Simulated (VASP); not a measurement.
Pt: single point with PBE

Crystal: Pt.

```
Pt
1.0
     2.76684    0.00000    0.00000
    -1.38342    2.39615    0.00000
     0.00000    0.00000    4.75692
Pt
2
Direct
  0.33333 0.66667 0.25000
  0.66667 0.33333 0.75000
```

```json
{
 "Program": "VASP 6.6.1",
 "Task": "single point",
 "Functional": "PBE",
 "Potentials or basis": "VASP PAW PBE potentials, release 64 (Pt)",
 "Cutoff": "500 eV",
 "k mesh": "7 × 7 × 4",
 "Occupations": "fermi-dirac, width 0.1 eV",
 "Spin": "no spin polarisation"
}
```

```yaml
Pressure: 0.0 GPa
Band_gap_on_the_k_mesh: zero (band 10 reaches 10.64 eV, above the bottom of band 11 at 9.61 eV)
```

Stress tensor (GPa, compression positive):
```
-0.98  0.00  0.00
 0.00 -0.98  0.00
 0.00  0.00  1.89
```

Levels at points of the mesh, in eV from the Fermi level:
```
           k point  band 6  band 7  band 8  band 9  band 10  band 11  band 12  band 13  band 14  band 15
(0.00, 0.00, 0.00)   -3.09   -3.09   -1.89   -1.89    -0.68    -0.25    -0.25     4.79    15.02    15.80
(0.00, 0.00, 0.50)   -3.47   -3.47   -3.47   -0.84    -0.84    -0.84    -0.84    12.10    12.10    15.46
```

Run time: 9.3 s on 1 thread of Intel Xeon 6975P-C (shared host), peak memory 0.14 GiB.

Caveat: the k points lie up to 0.37 Å⁻¹ apart; spin-orbit coupling is left out, which moves the levels of the heavy elements.
